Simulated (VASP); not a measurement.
A run of VASP 6.6.1 is set up as follows.

The input POSCAR:

```
Al
1.0
    6.1182400000     -0.5996540000     -0.7281120000
   -0.5290560000      5.4971500000      0.0107660000
   -0.6926660000     -0.0501570000      5.7274960000
Al
11
Direct
    0.8872007965      0.7746319172      0.9359664509
    0.8893272382      0.7762215017      0.4191644354
    0.5646391266      0.9408592127      0.5973439016
    0.8920901505      0.2654740945      0.9343757153
    0.2372696878      0.6166421527      0.2605652848
    0.5645944400      0.4402572440      0.0980083585
    0.2400498785      0.1052166761      0.7770475747
    0.9035258496      0.2718936007      0.4296416797
    0.2255471574      0.6101075367      0.7663581518
    0.2413495955      0.1075380107      0.2609746046
    0.5643077681      0.4410699540      0.5981210079
```

File INCAR.step1:

```
PREC = Accurate ; ENCUT = 520
ISMEAR = 0 ; SIGMA = 0.1
LREAL = False ; LASPH = True
NELM = 80 ; NBANDS = 28
GGA = PE ; ALGO = Normal
EDIFF = 1E-4 ; LWAVE = True
LCHARG = False
```

The input INCAR.step2:

```
PREC = Accurate ; ENCUT = 520
EDIFF = 1E-7 ; ISMEAR = 0
SIGMA = 0.1 ; LREAL = False
LASPH = True ; NELM = 80
ALGO = Normal ; ISIF = 2
LWAVE = False ; LCHARG = False
METAGGA = R2SCAN ; LMIXTAU = True
NBANDS = 28 ; ISTART = 1
```

The input KPOINTS:

```
regular mesh
0
Gamma
  6 6 6
```

Potentials or basis: VASP PAW PBE potentials, release 64 (Al).

Command:

```sh
$ cat potpaw_PBE.64/Al/POTCAR > POTCAR
$ cp INCAR.step1 INCAR
$ mpirun -np 1 vasp_std > vasp.out
$ cp INCAR.step2 INCAR
$ mpirun -np 1 vasp_std > vasp.out
```

(1) Estimate the pressure.

(2) Predict the largest force.

(3) Estimate the band gap on the k mesh.

## Answers

(1) -0.3 GPa.

(2) 0.083 eV/Å.

(3) zero (an odd number of electrons rules out a gap without spin polarisation).

Caveat: the PAW data sets were made with another functional, which shifts forces and pressure a little.
